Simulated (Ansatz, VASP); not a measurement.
## One calculation of GaSb, two programs

```
Ga Sb
1.0
     0.00000    3.02449    3.02449
     3.02449    0.00000    3.02449
     3.02449    3.02449    0.00000
Ga Sb
1 1
Direct
  0.00000 0.00000 0.00000
  0.25000 0.25000 0.25000
```

Alike in both runs: functional LDA; k mesh 12 × 12 × 12; occupations gaussian, width 0.1 eV; no spin polarisation.

Ansatz relaxed the structure, and its values are those at the end. VASP's run is a single point on that final structure, the one shown.

|  | VASP | Ansatz |
| --- | --- | --- |
| version | VASP 6.6.1 | Ansatz 0.2.0 |
| potentials or method | VASP PAW LDA potentials, release 64 (Ga_d, Sb), cutoff 500 eV | scalar-relativistic, plane waves, PAW |
| valence electrons in the cell | 18 | 28 |

|  | VASP | Ansatz | Ansatz less VASP |
| --- | --- | --- | --- |
| pressure (GPa) | 0.2 | 0.0 | -0.19 |

Ansatz warns that its potentials were made for another functional, while VASP's fit it. LDA's correlation is that of Perdew and Zunger in VASP and of Perdew and Wang (1992) in Ansatz. VASP's potentials hold 18 valence electrons a cell and Ansatz's 28, so a difference there can come from the potentials and not from the codes.

Neither program's run includes spin-orbit coupling.
